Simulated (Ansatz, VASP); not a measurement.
Hf: VASP beside Ansatz

Contents of INCAR:

```
ALGO = Normal
EDIFF = 1E-7
ENCUT = 520
GGA = CA
ISIF = 2
ISMEAR = -1
LASPH = T
LCHARG = T
LELF = T
LREAL = F
LVHAR = T
LWAVE = F
NBANDS = 11
NELM = 100
PREC = Accurate
SIGMA = 0.1
```

Contents of KPOINTS:

```
k-points
0
Gamma
  13 13 13
```

The input POSCAR:

```
Hf
1.0
    2.7061617281      0.0000000000      0.0000000000
    0.0000000000      2.7061617281      0.0000000000
    0.0000000000      0.0000000000      2.7061617281
Hf
1
Direct
    0.0000000000      0.0000000000      0.0000000000
```

Input for Ansatz:

```yaml
crystal:
  lattice:
    - [2.7061617281, 0.0, 0.0]
    - [0.0, 2.7061617281, 0.0]
    - [0.0, 0.0, 2.7061617281]
  atoms:
    - { symbol: Hf, position: [0.0, 0.0, 0.0] }
hamiltonian:
  xc: lda
  pseudopotentials:
    kind: paw
    azcp:
      Hf: "pseudopotentials/Hf.paw.azcp"
basis:
  ecutwfc: 420
  fft_grid_basis: typed
kpoints:
  mp_grid: { grid: [13, 13, 13], shift: [0, 0, 0] }
magnetization:
  spin_polarized: false
scf:
  occupations: { method: fermi_dirac, width: 0.1 }
  lower_state_search: "off"
output:
  stress: true
```

Alike in both runs: task single point; functional LDA; k mesh 13 × 13 × 13; occupations fermi-dirac, width 0.1 eV; no spin polarisation.

|  | VASP | Ansatz |
| --- | --- | --- |
| version | VASP 6.6.1 | Ansatz 0.2.0 |
| potentials or method | VASP PAW LDA potentials, release 64 (Hf_pv), cutoff 520 eV | plane waves (420 eV) with PAW, scalar-relativistic |
| valence electrons in the cell | 10 | 26 |

|  | VASP | Ansatz | Ansatz less VASP |
| --- | --- | --- | --- |
| pressure (GPa) | 14.6 | 14.7 | +0.11 |

Ansatz warns that its potentials were made for another functional, while VASP's fit it. LDA's correlation is that of Perdew and Zunger in VASP and of Perdew and Wang (1992) in Ansatz. VASP's potentials hold 10 valence electrons a cell and Ansatz's 26, so a difference there can come from the potentials and not from the codes.

Spin-orbit coupling is off throughout.
